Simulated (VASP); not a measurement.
# Sn (I4/mmm) in VASP: single point with LDA

Aim: the single point of Sn with LDA.

Everything below comes from runs of VASP 6.6.1. Logs are shortened: lines on timing, memory, paths and dates and some standing lists are left out, and cuts for length are marked.

## 1. The cell of the first run

It takes space group I4/mmm (No. 139, tetragonal). The conventional cell has a = 4.703 Å, b = 4.703 Å, c = 10.566 Å, α = 90.00°, β = 90.00°, γ = 90.00°. Sn (site symmetry 4/mmm) has 8 Sn at 3.54 Å within 4.6 Å. Within 4.4 Å of Sn (site symmetry -4m2) lie 8 Sn at 3.33 to 3.54 Å.

## 2. Single point, LDA

INCAR reads:

```
  PREC = Accurate
  ENCUT = 520
  EDIFF = 1E-7
  ISMEAR = -1
  SIGMA = 0.1
  LREAL = False
  LASPH = True
  NELM = 100
  ALGO = Normal
  ISIF = 2
  LWAVE = False
  LCHARG = True
  GGA = CA
  LELF = True
  LVHAR = True
  NBANDS = 28
```

KPOINTS reads:

```
Automatic mesh
0
Gamma
  7 7 7
```

POSCAR reads:

```
Sn
1.0
   -2.3512520000      2.3512520000      5.2830860000
    2.3512520000     -2.3512520000      5.2830860000
    2.3512520000      2.3512520000     -5.2830860000
Sn
3
Direct
    0.5000000000      0.5000000000      0.0000000000
    0.2500000000      0.7500000000      0.5000000000
    0.7500000000      0.2500000000      0.5000000000
```

Potentials or basis: VASP PAW LDA potentials, release 64 (Sn_d).

Command:

```console
cat potpaw_LDA.64/Sn_d/POTCAR > POTCAR
mpirun -np 1 vasp_std > vasp.out
```

OUTCAR:

```text
PREC = Accurate
   ENCUT = 520
   EDIFF = 1E-7
   ISMEAR = -1
   LREAL = False
   LASPH = True
   NELM = 100
   ISIF = 2
   GGA = CA

 ion  position               nearest neighbor table
   1  0.500  0.500  0.000-   2 3.54   3 3.54   2 3.54   3 3.54   2 3.54   3 3.54   2 3.54   3 3.54

   2  0.250  0.750  0.500-   3 3.33   3 3.33   3 3.33   3 3.33   1 3.54   1 3.54   1 3.54   1 3.54

   3  0.750  0.250  0.500-   2 3.33   2 3.33   2 3.33   2 3.33   1 3.54   1 3.54   1 3.54   1 3.54

  LATTYP: Found a body centered tetragonal cell.
 ALAT       =     4.7025040000
 C/A-ratio  =     2.2469246172

  Lattice vectors:

 A1 = (  -2.3512520000,   2.3512520000,   5.2830860000)
 A2 = (   2.3512520000,  -2.3512520000,   5.2830860000)
 A3 = (   2.3512520000,   2.3512520000,  -5.2830860000)

Analysis of symmetry for initial positions (statically):
=====================================================================
 Subroutine PRICEL returns:
 Original cell was already a primitive cell.

 Routine SETGRP: Setting up the symmetry group for a
 body centered tetragonal supercell.

 Subroutine GETGRP returns: Found 16 space group operations
 (whereof 16 operations were pure point group operations)
 out of a pool of 16 trial point group operations.

The static configuration has the point symmetry D_4h.

Analysis of symmetry for dynamics (positions and initial velocities):
=====================================================================
 Subroutine PRICEL returns:
 Original cell was already a primitive cell.

 Routine SETGRP: Setting up the symmetry group for a
 body centered tetragonal supercell.

 Subroutine GETGRP returns: Found 16 space group operations
 (whereof 16 operations were pure point group operations)
 out of a pool of 16 trial point group operations.

The dynamic configuration has the point symmetry D_4h.

 Subroutine INISYM returns: Found 16 space group operations
 (whereof 16 operations are pure point group operations),
 and found     1 'primitive' translations

----------------------------------------------------------------------------------------

                                     Primitive cell

  volume of cell :     116.8278

  direct lattice vectors                    reciprocal lattice vectors
    -2.351252000  2.351252000  5.283086000     0.000000000  0.212652663  0.094641655
     2.351252000 -2.351252000  5.283086000     0.212652663  0.000000000  0.094641655
     2.351252000  2.351252000 -5.283086000     0.212652663  0.212652663  0.000000000

  length of vectors
     6.242416969  6.242416969  6.242416969     0.232762106  0.232762106  0.300736281

  position of ions in fractional coordinates (direct lattice)
     0.500000000  0.500000000  0.000000000
     0.250000000  0.750000000  0.500000000
     0.750000000  0.250000000  0.500000000

  ion indices of the primitive-cell ions
   primitive index   ion index
                 1           1
                 2           2
                 3           3

----------------------------------------------------------------------------------------

 KPOINTS: Automatic mesh

Automatic generation of k-mesh.
 Grid dimensions read from file:
 generate k-points for:    7    7    7

 Generating k-lattice:

  Cartesian coordinates                     Fractional coordinates (reciprocal lattice)
     0.000000000  0.030378952  0.013520236     0.142857143 -0.000000000  0.000000000
     0.030378952  0.000000000  0.013520236    -0.000000000  0.142857143  0.000000000
     0.030378952  0.030378952  0.000000000     0.000000000  0.000000000  0.142857143

  Length of vectors
     0.033251729  0.033251729  0.042962326

  Shift w.r.t. Gamma in fractional coordinates (k-lattice)
     0.000000000  0.000000000  0.000000000

 Subroutine IBZKPT returns following result:
 ===========================================

 Found     40 irreducible k-points:

 Following reciprocal coordinates:
            Coordinates               Weight
  0.000000  0.000000  0.000000      1.000000
  0.142857  0.000000 -0.000000      8.000000
  0.285714  0.000000 -0.000000      8.000000
  0.428571  0.000000 -0.000000      8.000000
  0.142857  0.142857 -0.000000      8.000000
  0.285714  0.142857 -0.000000     16.000000
[... 16 lines left out ...]
 -0.142857  0.285714  0.142857      8.000000
 -0.428571  0.428571  0.142857      8.000000
 [... further k-points ...]
   k-points           NKPTS =     40   k-points in BZ     NKDIM =     40   number of bands    NBANDS=     28
   number of dos      NEDOS =    301   number of ions     NIONS =      3
   total plane-waves  NPLWV = 110592
   dimension x,y,z NGX =    48 NGY =   48 NGZ =   48
   dimension x,y,z NGXF=    96 NGYF=   96 NGZF=   96
   ions per type =               3
   NGX,Y,Z   is equivalent  to a cutoff of  12.78, 12.78, 12.78 a.u.
   NGXF,Y,Z  is equivalent  to a cutoff of  25.57, 25.57, 25.57 a.u.
 SYSTEM =  unknown system
   PREC   = accura    normal or accurate (medium, high low for compatibility)
   ISTART =      0    job   : 0-new  1-cont  2-samecut
   ICHARG =      2    charge: 1-file 2-atom 10-const
   ISPIN  =      1    spin polarized calculation?
   LNONCOLLINEAR =      F non collinear calculations
   LSORBIT =      F    spin-orbit coupling
   LASPH  =      T    aspherical Exc in radial PAW
   ENCUT  =  520.0 eV  38.22 Ry    6.18 a.u.  11.61 11.61 11.61*2*pi/ulx,y,z
   NELM   =    100;   NELMIN=  2; NELMDL= -5     # of ELM steps
   EDIFF  = 0.1E-06   stopping-criterion for ELM
   LREAL  =      F    real-space projection
   EDIFFG = 0.1E-05   stopping-criterion for IOM
   NSW    =      0    number of steps for IOM
   IBRION =     -1    ionic relax: 0-MD 1-quasi-New 2-CG
   NFREE  =      0    steps in history (QN), initial steepest desc. (CG)
   ISIF   =      2    stress and relaxation
   ISYM   =      2    0-nonsym 1-usesym 2-fastsym
   POTIM  = 0.5000    time-step for ionic-motion
   TEBEG  =    0.0;   TEEND  =   0.0 temperature during run
   PSTRESS=    0.0 pullay stress
   NELECT =      42.0000    total number of electrons
   NUPDOWN=      -1.0000    fix difference up-down
   EMIN   =  10.00;   EMAX   =-10.00  energy-range for DOS
   EFERMI =   0.00;   METHOD = LEGACY
   ISMEAR =    -1;   SIGMA  =   0.10  broadening in eV -4-tet -1-fermi 0-gaus
   EFERMI_NEDOS =   21; number of points for ismear=-14 and -15
   IALGO  =     38    algorithm
   IMIX   =      4    mixing-type and parameters
     AMIX     =   0.40;   BMIX     =  1.00
     AMIX_MAG =   1.60;   BMIX_MAG =  1.00
  volume/ion in A,a.u.               =      38.94       262.80
  Fermi-wavevector in a.u.,A,eV,Ry     =   1.164061  2.199757 18.436427  1.355039
  Thomas-Fermi vector in A             =   2.300604
   LORBIT       =      0    0 simple, 1 ext, 2 COOP (PROOUT), +10 PAW based schemes
   GGA     = CA    functional components
   LHFCALC =     F    Hartree Fock is set to
   AEXX    =    0.0000 exact exchange contribution
   IVDW    =     0    specifies the selected vdW correction
   LEPSILON=     F    determine dielectric tensor
   LRPA    =     F    only Hartree local field effects (RPA)
 non-spin polarized calculation
  energy-cutoff  :      520.00
  volume of cell :      116.83
 maximum number of plane-waves:      3172
   NGX = 23   NGY = 23   NGZ = 23

 number of electron      42.0000004 magnetization

 Free energy of the ion-electron system (eV)
  ---------------------------------------------------
  ext. energy  EPLUGINS =         0.00000000
  ---------------------------------------------------
  free energy    TOTEN  =       -12.23784981 eV

  energy without entropy =      -12.17473730  energy(sigma->0) =      -12.20629355

 E-fermi :   4.0009     XC(G=0):  -8.8404

 val. band max:        3.9836552334   @ k =  -0.4286   0.4286   0.2857
 cond. band min:       4.0248817683   @ k =  -0.1429   0.1429   0.1429
 fundamental gap:      0.0412265348
 Fermi energy:         4.0008589500

 k-point     1 :       0.0000    0.0000    0.0000
  band No.  band energies     occupation
      1     -17.3436      2.00000
      2     -17.3386      2.00000
      3     -17.3386      2.00000
      4     -17.3379      2.00000
      5     -17.3291      2.00000
      6     -17.3120      2.00000
[... 20 lines left out ...]
     27       8.9605      0.00000
     28       8.9605      0.00000

 k-point     2 :       0.1429    0.0000   -0.0000
  band No.  band energies     occupation
      1     -17.3402      2.00000
      2     -17.3396      2.00000
      3     -17.3393      2.00000
      4     -17.3377      2.00000
      5     -17.3294      2.00000
      6     -17.3050      2.00000
[... 20 lines left out ...]
     27       8.3466      0.00000
     28       8.7539      0.00000

 k-point     3 :       0.2857    0.0000   -0.0000
  band No.  band energies     occupation
      1     -17.3437      2.00000
      2     -17.3426      2.00000
      3     -17.3366      2.00000
      4     -17.3344      2.00000
      5     -17.3285      2.00000
      6     -17.2772      2.00000
[... 20 lines left out ...]
     27       8.3467      0.00000
     28       9.5681      0.00000

 k-point     4 :       0.4286    0.0000   -0.0000
  band No.  band energies     occupation
      1     -17.3465      2.00000
      2     -17.3444      2.00000
      3     -17.3353      2.00000
      4     -17.3328      2.00000
      5     -17.3276      2.00000
      6     -17.2305      2.00000
[... 20 lines left out ...]
     27       8.9159      0.00000
     28      10.2059      0.00000

 k-point     5 :       0.1429    0.1429   -0.0000
  band No.  band energies     occupation
      1     -17.3428      2.00000
      2     -17.3417      2.00000
      3     -17.3379      2.00000
      4     -17.3367      2.00000
      5     -17.3300      2.00000
      6     -17.3001      2.00000
[... 20 lines left out ...]
     27       9.2480      0.00000
     28       9.2941      0.00000

 k-point     6 :       0.2857    0.1429   -0.0000
  band No.  band energies     occupation
      1     -17.3454      2.00000
      2     -17.3432      2.00000
      3     -17.3372      2.00000
      4     -17.3337      2.00000
      5     -17.3297      2.00000
      6     -17.2820      2.00000
[... 463 lines left out ...]
      5     -17.3308      2.00000
      6     -17.2763      2.00000
[... 20 lines left out ...]
     27      10.0374      0.00000
     28      10.5147      0.00000

 k-point    22 :      -0.2857    0.2857    0.1429
  band No.  band energies     occupation
      1     -17.3431      2.00000
      2     -17.3398      2.00000
      3     -17.3366      2.00000
      4     -17.3342      2.00000
      5     -17.3286      2.00000
      6     -17.2523      2.00000
[... 20 lines left out ...]
     27       8.5823      0.00000
     28       9.9445      0.00000

 k-point    23 :      -0.1429    0.2857    0.1429
  band No.  band energies     occupation
      1     -17.3448      2.00000
      2     -17.3416      2.00000
      3     -17.3360      2.00000
      4     -17.3335      2.00000
      5     -17.3280      2.00000
      6     -17.2306      2.00000
[... 20 lines left out ...]
     27       8.6692      0.00000
     28      10.3754      0.00000

 k-point    24 :      -0.4286    0.4286    0.1429
  band No.  band energies     occupation
      1     -17.3425      2.00000
      2     -17.3384      2.00000
      3     -17.3382      2.00000
      4     -17.3357      2.00000
      5     -17.3298      2.00000
      6     -17.2704      2.00000
[... 20 lines left out ...]
     27       9.0037      0.00000
     28       9.5241      0.00000

 [... further k-points ...]
[... 5 lines left out ...]
  --------------------------------------------------------------------------------------
  -------------------------------------------------------------------------------------
  Total       -5.0374110     -5.0374110     -6.2198443      0.0000000      0.0000000      0.0000000
  in kB      -69.0831193    -69.0831193    -85.2990247      0.0000000      0.0000000      0.0000000
  external PRESSURE =     -74.4884211 kB  Pullay stress =       0.0000000 kB

 VOLUME and BASIS-vectors are now :
 -----------------------------------------------------------------------------
  energy-cutoff  :      520.00
  volume of cell :      116.83
      direct lattice vectors                 reciprocal lattice vectors
    -2.351252000  2.351252000  5.283086000     0.000000000  0.212652663  0.094641655
     2.351252000 -2.351252000  5.283086000     0.212652663  0.000000000  0.094641655
     2.351252000  2.351252000 -5.283086000     0.212652663  0.212652663  0.000000000

 POSITION                                       TOTAL-FORCE (eV/Angst)
 -----------------------------------------------------------------------------------
      0.00000      0.00000      5.28309         0.000000     -0.000000     -0.000000
      2.35125      0.00000      2.64154        -0.000000     -0.000000     -0.000000
      0.00000      2.35125      2.64154         0.000000      0.000000      0.000000
 -----------------------------------------------------------------------------------
    total drift:                                0.000000     -0.000000      0.000000

  FREE ENERGIE OF THE ION-ELECTRON SYSTEM (eV)
  ---------------------------------------------------
  free  energy   TOTEN  =       -12.2378498094 eV

  energy  without entropy=      -12.1747373000  energy(sigma->0) =      -12.20629355
```

Wall time 2.7 min (1 thread of Intel Xeon Platinum 8488C (Sapphire Rapids), shared host); peak memory 0.29 GiB.

What came out:

* Free energy: -12.2378 eV
* Pressure: -7.4 GPa
* Band gap on the k mesh: zero (band 21 reaches 4.90 eV, above the bottom of band 22 at 3.06 eV)

Caveat: spin-orbit coupling is left out, which moves the levels of the heavy elements.
